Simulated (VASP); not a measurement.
Os: single point with PBE

The system is Os.

```
Os
1.0
     2.79839    0.00000    0.00000
    -1.39919    2.42348    0.00000
     0.00000    0.00000    4.41930
Os
2
Cartesian
  0.0000 1.6157 1.1048
  1.3992 0.8078 3.3145
```

This cell differs from its parent crystal: volume scaled by 1.05.

| Property | Result |
| --- | --- |
| Program | VASP 6.6.1 |
| Task | single point |
| Functional | PBE |
| Potentials or basis | VASP PAW PBE potentials, release 64 (Os) |
| Cutoff | 520 eV |
| k mesh | 16 × 16 × 9 |
| Occupations | fermi-dirac, width 0.03 eV |
| Spin | no spin polarisation |

| Quantity | Value |
| --- | --- |
| Pressure | -17.7 GPa |
| Band gap on the k mesh | zero (band 8 reaches 10.25 eV, above the bottom of band 9 at 6.82 eV) |

Stress tensor (GPa, compression positive):
```
-17.24   0.00   0.00
  0.00 -17.24   0.00
  0.00   0.00 -18.56
```

Levels at points of the mesh, in eV from the Fermi level:
```
           k point  band 4  band 5  band 6  band 7  band 8  band 9  band 10  band 11  band 12  band 13
(0.00, 0.00, 0.00)   -2.77   -2.54   -2.02   -2.02   -1.43   -1.43     0.03     1.50     1.50     8.26
(0.50, 0.00, 0.00)   -3.22   -2.73   -2.36   -1.73    1.78    2.28     2.39     3.96     5.19     8.77
```

Wall time 58 s on 1 thread of Intel(R) Xeon(R) Platinum 8375C CPU @ 2.90GHz (Ice Lake) (shared host), peak memory 0.19 GiB.

Caveat: spin-orbit coupling is left out, which moves the levels of the heavy elements.
